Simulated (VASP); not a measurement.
Set up this calculation in VASP 6.6.1, as the native input.

| Property | Result |
| --- | --- |
| Task | single point |
| Functional | LDA |
| Potentials or basis | VASP PAW LDA potentials, release 64 (Al, Ir) |
| Cutoff | 520 eV |
| k mesh | 7 × 7 × 4 |
| Occupations | gaussian, width 0.1 eV |
| Spin | no spin polarisation |
| Dipole correction | no |
| Further INCAR settings | ALGO = Normal; EDIFF = 1e-06; NBANDS = 28 |

The structure of Al3Ir lies in POSCAR:

```
Al3Ir
1.0
    4.2374795815     -0.0000028647      0.0000000000
   -2.1187373099      3.6697663980      0.0000000000
    0.0000000000      0.0000000000      7.6815932735
Al Ir
6 2
Direct
    0.0000000000      0.0000000000      0.2500000000
    0.0000000000      0.0000000000      0.7500000000
    0.3333333333      0.6666666667      0.5794630245
    0.6666666667      0.3333333333      0.0794630245
    0.6666666667      0.3333333333      0.4205369755
    0.3333333333      0.6666666667      0.9205369755
    0.3333333333      0.6666666667      0.2500000000
    0.6666666667      0.3333333333      0.7500000000
```

These files were run (other wordings do the same):

INCAR

```
ALGO = Normal
EDIFF = 1E-6
ENCUT = 520
GGA = CA
ISIF = 2
ISMEAR = 0
LASPH = True
LCHARG = False
LREAL = False
LWAVE = False
NBANDS = 28
NELM = 60
PREC = Accurate
SIGMA = 0.1
```

KPOINTS

```
k-points
0
Gamma
  7 7 4
```

Potentials or basis: VASP PAW LDA potentials, release 64 (Al, Ir).

Run with:

```bash
$ cat potpaw_LDA.64/Al/POTCAR potpaw_LDA.64/Ir/POTCAR > POTCAR
$ mpirun -np 1 vasp_std > vasp.out
```

Results of the run:

```
Pressure               : 0.5 GPa
Largest force          : 0.005 eV/Å
Band gap on the k mesh : zero (band 18 reaches 10.35 eV, above the bottom of band 19 at 9.08 eV)
```

Caveat: spin-orbit coupling is left out, which moves the levels of the heavy elements.

It took 54 s on 1 thread of Intel(R) Xeon(R) Platinum 8488C (Sapphire Rapids), with other jobs on the host, peak memory 0.23 GiB.
